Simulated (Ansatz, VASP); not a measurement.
**CaAl2Sb2 in VASP and in Ansatz**

The input INCAR:

```
PREC = Accurate
ENCUT = 520
EDIFF = 1E-6
ISMEAR = -1
SIGMA = 0.05
LREAL = False
LASPH = True
NELM = 80
ALGO = Fast
ISIF = 2
LWAVE = False
LCHARG = True
GGA = PE
LELF = True
LVHAR = True
NBANDS = 21
```

Contents of KPOINTS:

```
Automatic mesh
0
Gamma
  6 6 5
```

Contents of POSCAR:

```
CaAl2Sb2
1.0
    4.9811377207      0.0000000000      0.0000000000
   -2.4905688604      4.3137918059      0.0000000000
    0.0000000000      0.0000000000      6.0444695700
Sb Ca Al
2 1 2
Direct
    0.3326480000      0.6780950000      0.2620040000
    0.6646090000      0.3271020000      0.7384570000
    0.0103450000      0.0053280000      0.0009430000
    0.3374240000      0.6591320000      0.7156220000
    0.6630600000      0.3310970000      0.2914870000
```

The input input.yaml:

```yaml
crystal:
  lattice:
    - [4.9811377207, 0.0, 0.0]
    - [-2.4905688604, 4.3137918059, 0.0]
    - [0.0, 0.0, 6.04446957]
  atoms:
    - { symbol: Sb, position: [0.332648, 0.678095, 0.262004] }
    - { symbol: Sb, position: [0.664609, 0.327102, 0.738457] }
    - { symbol: Ca, position: [0.010345, 0.005328, 0.000943] }
    - { symbol: Al, position: [0.337424, 0.659132, 0.715622] }
    - { symbol: Al, position: [0.66306, 0.331097, 0.291487] }
hamiltonian:
  xc: pbe
  pseudopotentials: { kind: paw }
kpoints:
  mp_grid: { grid: [6, 6, 5] }
scf:
  occupations: { method: fermi_dirac, width: 0.05 }
output:
  forces: true
  stress: true
  eigenvalues: true
```

Change from the starting cell: atoms moved at random, drawn with an rms of 0.05 Å.

Alike in both runs: task single point; functional PBE; k mesh 6 × 6 × 5; occupations fermi-dirac, width 0.05 eV; no spin polarisation.

```csv
,VASP,Ansatz
version,VASP 6.6.1,Ansatz 0.2.0
potentials or method,"VASP PAW PBE potentials, release 64 (Sb, Ca_sv, Al)",Ansatz PAW
plane-wave cutoff (eV),520,420
valence electrons in the cell,26,46
```

|  | VASP | Ansatz | Ansatz less VASP |
| --- | --- | --- | --- |
| gap on the k mesh at the Fermi level (eV) | none | none | - |
| pressure (GPa) | 0.9 | 0.7 | -0.14 |
| traceless stress, the component that is largest in VASP (GPa) | 0.45 | 0.45 | +0.003 |
| rms of the force components (eV/Å) | 0.158 | 0.154 | -0.0042 |

Atom by atom the forces differ by 0.006 eV/Å (rms over components). A gap of «none» marks a metal or a gap that the smearing closes. With one functional, cell and mesh, what is left measures potentials, basis and numerics. VASP's potentials hold 26 valence electrons a cell and Ansatz's 46, so a difference there can come from the potentials and not from the codes.

Neither program's run includes spin-orbit coupling.
